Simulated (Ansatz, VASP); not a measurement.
## Ba: VASP beside Ansatz

File INCAR:

```
SYSTEM = Ba
PREC = Accurate
ENCUT = 520
EDIFF = 1E-7
ISMEAR = -1
SIGMA = 0.1
LREAL = .False.
LASPH = .True.
NELM = 80
ALGO = Normal
ISIF = 2
LWAVE = .False.
LCHARG = .True.
GGA = PS
LELF = .True.
LVHAR = .True.
NBANDS = 28
```

KPOINTS

```
Automatic mesh
0
Gamma
  10 10 3
  0 0 0
```

Contents of POSCAR:

```
Ba
1.0
    4.2970974244      0.0000000000      0.0000000000
   -2.1485487122      3.7213955320      0.0000000000
    0.0000000000      0.0000000000     14.0233982952
Ba
4
Direct
    1.0000000000      0.0000000000      1.0000000000
    1.0000000000      0.0000000000      0.5000000000
    0.3333333333      0.6666666667      0.2500000000
    0.6666666667      0.3333333333      0.7500000000
```

Input for Ansatz:

```yaml
crystal:
  lattice:
    - [4.2970974244, 0.0, 0.0]
    - [-2.1485487122, 3.721395532, 0.0]
    - [0.0, 0.0, 14.0233982952]
  atoms:
    - { symbol: Ba, position: [1.0, 0.0, 1.0] }
    - { symbol: Ba, position: [1.0, 0.0, 0.5] }
    - { symbol: Ba, position: [0.3333333333, 0.6666666667, 0.25] }
    - { symbol: Ba, position: [0.6666666667, 0.3333333333, 0.75] }
hamiltonian:
  xc: pbesol
  pseudopotentials:
    kind: paw
    azcp:
      Ba: "pseudopotentials/Ba.paw.azcp"
basis:
  ecutwfc: 420
  fft_grid_basis: typed
kpoints:
  mp_grid: { grid: [10, 10, 3], shift: [0, 0, 0] }
magnetization:
  spin_polarized: false
scf:
  occupations: { method: fermi_dirac, width: 0.1 }
  lower_state_search: "off"
output:
  stress: true
  write_density: true
  write_potential: true
  elf: true
  volumetric_format: npy
```

Alike in both runs: task single point; functional PBEsol; k mesh 10 × 10 × 3; occupations fermi-dirac, width 0.1 eV; no spin polarisation.

```csv
,VASP,Ansatz
version,VASP 6.6.1,Ansatz 0.2.0
potentials or method,"VASP PAW PBE potentials, release 64 (Ba_sv), cutoff 520 eV","plane waves (420 eV) with PAW, scalar-relativistic"
valence electrons in the cell,40,40
```

Ansatz gave:

```
pressure (GPa) : 0.4
```

Problem. What did VASP give for the same quantities?

Solution. Pressure (GPa): 0.5.

VASP's potentials were made for PBE, not for PBEsol, and Ansatz warns of the same on its side. With one functional, cell and mesh, what is left measures potentials, basis and numerics.

Neither program's run includes spin-orbit coupling.
